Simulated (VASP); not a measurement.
Crystal: MgS.

```
S Mg
1.0
     4.03462    0.00000    0.00000
    -2.01731    3.49409    0.00000
     0.00000    0.00000    6.43229
S Mg
2 2
Direct
  0.66667 0.33333 0.87924
  0.33333 0.66667 0.37924
  0.33333 0.66667 0.99575
  0.66667 0.33333 0.49575
```

Program: VASP 6.6.1. Alike in all runs: task single point; no spin polarisation; cell as given; cutoff (eV) 520; smearing fermi-dirac 0.05 eV.

Question: Order these runs on this cell by their band gap on the k mesh, lowest first.
A. level LDA; potentials or basis VASP PAW LDA potentials, release 64 (S, Mg); k mesh 8 × 8 × 4
B. level PBE+D3(BJ); potentials or basis VASP PAW PBE potentials, release 64 (S, Mg); k mesh 8 × 8 × 4
C. level HSE06; potentials or basis VASP PAW PBE potentials, release 64 (S, Mg); k mesh 4 × 4 × 2; grid for exact exchange (PRECFOCK) Normal; share of exact exchange 0.25; screening parameter 0.2079 1/Å

Answer: A (3.16 eV), B (3.43 eV), C (4.49 eV).

Caveats: some runs use coarse meshes; three body term missing (at least some runs).
